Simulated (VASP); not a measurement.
Au, 1 atom in the cell. The structure is cubic, space group Fm-3m (No. 225). The conventional cell has a = 4.070 Å, b = 4.070 Å, c = 4.070 Å, α = 90.00°, β = 90.00°, γ = 90.00°. Au (site symmetry m-3m) has 12 Au at 2.88 Å within 3.8 Å. 

```yaml
Program: VASP 6.6.1
Task: relaxation of cell and atoms
Functional: PBEsol
Potentials_or_basis: VASP PAW PBE potentials, release 64 (Au)
Cutoff: 600 eV
k_mesh: 11 × 11 × 11
Occupations: fermi-dirac, width 0.05 eV
Spin: no spin polarisation
Target_pressure: 20 GPa
Dipole_correction: no
Further_INCAR_settings: ALGO = Normal; EDIFF = 1e-06; IBRION = 2; EDIFFG = -0.02; NSW = 80; ISIF = 3
```

Potentials or basis: VASP PAW PBE potentials, release 64 (Au).

Launch:

```sh
$ cat potpaw_PBE.64/Au/POTCAR > POTCAR
$ mpirun -np 1 vasp_std > vasp.out
```

Hardware: 1 thread of Intel Xeon 6975P-C (shared host).

Problem. Estimate the wall time of this run.

Solution. It took 16 s on 1 thread of Intel Xeon 6975P-C (shared host), peak memory 0.16 GiB. Counts: scf iterations 37, k points 56, ion steps 5.
